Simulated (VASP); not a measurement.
Crystal: Sc2BSb3.

```xyz
6
Lattice="3.7240 0.0000 0.0000 0.0000 3.7240 0.0000 0.0000 0.0000 8.3525" Properties=species:S:1:pos:R:3 pbc="T T T"
Sc    1.8620    0.0000    6.1347
Sc    0.0000    1.8620    2.2178
B     1.8620    1.8620    0.0000
Sb    1.8620    0.0000    3.2254
Sb    0.0000    1.8620    5.1270
Sb    0.0000    0.0000    0.0000
```

| Item | Value |
| --- | --- |
| Program | VASP 6.6.1 |
| Task | relaxation of cell and atoms |
| Functional | PBE |
| Potentials or basis | VASP PAW PBE potentials, release 64 (Sc_sv, B, Sb) |
| Cutoff | 600 eV |
| k mesh | 6 × 6 × 2 |
| Occupations | gaussian, width 0.1 eV |
| Spin | no spin polarisation |

At the start: pressure 8.3 GPa; volume 19.31 Å³/atom.

**Question.** How do energy, volume and symmetry change on relaxing?

**Answer.** Over 13 steps the energy falls by 94.3 meV/atom and the volume is 20.77 Å³/atom (+7.6 %); space group P-4m2 (No. 115, to 0.05 Å).

The path:
```
step  energy change (eV)  largest force (eV/Å)  pressure (GPa)  volume (Å³)
   1              0.0000                1.5289            8.26       115.84
   2             -0.3434                0.4882           -3.96       133.29
   3             -0.3958                0.7073           -1.28       128.15
   4             -0.4706                0.4695           -0.61       126.69
   5             -0.5232                0.4387            0.55       124.45
   6             -0.5263                0.4728            0.95       123.78
   7             -0.5530                0.2429           -0.51       125.78
   8             -0.5532                0.2178           -0.65       126.00
   9             -0.5629                0.1417            0.13       124.65
  10             -0.5630                0.1424            0.22       124.50
  11             -0.5655                0.0639           -0.08       124.92
  12             -0.5656                0.0470           -0.15       125.02
  13             -0.5659                0.0213            0.12       124.60
```

Final structure:
```
Sc B Sb
1.0
     3.70764    0.00000    0.00000
     0.00000    3.70764    0.00000
     0.00000    0.00000    9.06413
Sc B Sb
2 1 3
Direct
  0.50000 0.00000 0.75589
  0.00000 0.50000 0.24411
  0.50000 0.50000 0.00000
  0.50000 0.00000 0.39783
  0.00000 0.50000 0.60217
  0.00000 0.00000 0.00000
```

Caveat: the k points lie up to 0.35 Å⁻¹ apart in the final cell.
